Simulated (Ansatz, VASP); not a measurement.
Zr4C: VASP beside Ansatz

```
CELL_PARAMETERS angstrom
0.00000 3.95071 3.95071
3.95071 0.00000 3.95071
3.95071 3.95071 0.00000
ATOMIC_POSITIONS crystal
Zr 0.62574 0.12279 0.62574
Zr 0.62574 0.62574 0.62574
Zr 0.12279 0.62574 0.62574
Zr 0.62574 0.62574 0.12279
C 0.00000 0.00000 0.00000
```

Alike in both runs: functional PBE; k mesh 8 × 8 × 8; occupations gaussian, width 0.1 eV; no spin polarisation.

Ansatz relaxed the structure, and its values are those at the end. VASP's run is a single point on that final structure, the one shown.

```csv
,VASP,Ansatz
version,VASP 6.6.1,Ansatz 0.2.0
potentials or method,"VASP PAW PBE potentials, release 64 (Zr_sv, C), cutoff 520 eV","scalar-relativistic, plane waves, PAW"
valence electrons in the cell,52,52
```

Ansatz gave:

* gap on the k mesh at the Fermi level (eV): none
* pressure (GPa): 0.0

Q: Estimate VASP's values.

A: gap on the k mesh at the Fermi level (eV): none; pressure (GPa): 0.1.

A gap of «none» marks a metal or a gap that the smearing closes.
